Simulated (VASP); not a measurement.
Wanted: the native input for a VASP 6.6.1 run.

```
Task                   : single point
Functional             : PBE
Potentials or basis    : VASP PAW PBE potentials, release 64 (Gd, O)
Cutoff                 : 520 eV
k mesh                 : 9 × 9 × 9
Occupations            : fermi-dirac, width 0.05 eV
Spin                   : collinear spin, ferromagnetic start
Starting moments       : [-5.69, 0.0] μB
Dipole correction      : no
Further INCAR settings : ALGO = Normal; EDIFF = 1e-07; NBANDS = 23
```

The structure of GdO lies in POSCAR:

```
GdO
1.0
    0.0000000000      2.7000000000      2.7000000000
    2.7000000000      0.0000000000      2.7000000000
    2.7000000000      2.7000000000      0.0000000000
Gd O
1 1
Direct
    0.0000000000      0.0000000000      0.0000000000
    0.7500000000      0.7500000000      0.7500000000
```

These files were run (other wordings do the same):

INCAR

```
SYSTEM = GdO
  PREC = Accurate
  ENCUT = 520
  EDIFF = 1E-7
  ISMEAR = -1
  SIGMA = 0.05
  LREAL = .False.
  LASPH = .True.
  NELM = 150
  ALGO = Normal
  ISIF = 2
  LWAVE = .False.
  LCHARG = .True.
  ISPIN = 2
  MAGMOM = -5.69 0
  LORBIT = 11
  LMAXMIX = 6
  GGA = PE
  LELF = .True.
  LVHAR = .True.
  NBANDS = 23
```

KPOINTS

```
regular mesh
0
Gamma
  9 9 9
  0 0 0
```

Potentials or basis: VASP PAW PBE potentials, release 64 (Gd, O).

Command:

```console
$ cat potpaw_PBE.64/Gd/POTCAR potpaw_PBE.64/O/POTCAR > POTCAR
$ mpirun -np 1 vasp_std > vasp.out
```

Results of the run:

```yaml
Pressure: -0.5 GPa
Net_moment: -7.57 μB per cell
Site_moments: Gd -6.87; O +0.02 μB
Valence_electrons_inside_the_program's_atomic_spheres: Gd 15.21; O 5.00
```

Caveat: a cell with one magnetic atom can't hold antiferromagnetic order, which such compounds often take.

Wall time 61 s on 1 thread of Intel(R) Xeon(R) 6975P-C (Granite Rapids), with other jobs on the host, peak memory 0.21 GiB.
